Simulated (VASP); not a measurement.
Runs of VASP 6.6.1 on KSiH. The structure is that of space group P4/nmm (No. 129), or close to it. The cells are those of the table. 

```csv
task,cell,k mesh,gap on the mesh (eV),pressure (GPa),relaxed volume (Å³/atom),largest force (eV/Å)
single point,"a = 3.600, b = 3.600, c = 10.049 Å, 6 atoms",6 × 6 × 2,none,0.0,-,(b)
relaxation of cell and atoms,"relaxed from a = 3.600, b = 3.600, c = 10.049 Å, 6 atoms",10 × 10 × 4,none,0.0,(a),0.01
relaxation of cell and atoms,"relaxed from a = 3.615, b = 3.615, c = 8.134 Å, 6 atoms",6 × 6 × 2,none,-0.1,21.82,0.03
single point,"a = 3.615, b = 3.615, c = 8.134 Å, 6 atoms",6 × 6 × 2,none,12.8,-,3.47
single point,"a = 3.576, b = 3.576, c = 10.085 Å, 6 atoms",10 × 10 × 4,none,0.0,-,0.01
```

Alike in all rows: level PBE; potentials or basis VASP PAW PBE potentials, release 64 (K_sv, Si, H); no spin polarisation; cutoff (eV) 500; smearing gaussian 0.1 eV.

Q: Fill in the values left out.

A: (a) 21.47; (b) 0.02.

Caveats: some runs use coarse meshes; the volume moved by over 15 % at a fixed basis, so the end points are rough (some runs); forces of over 1 eV/Å act on the atoms, so gaps and moduli don't describe the material at rest (some runs).

A gap of «none» marks levels without a gap at the run's occupations.
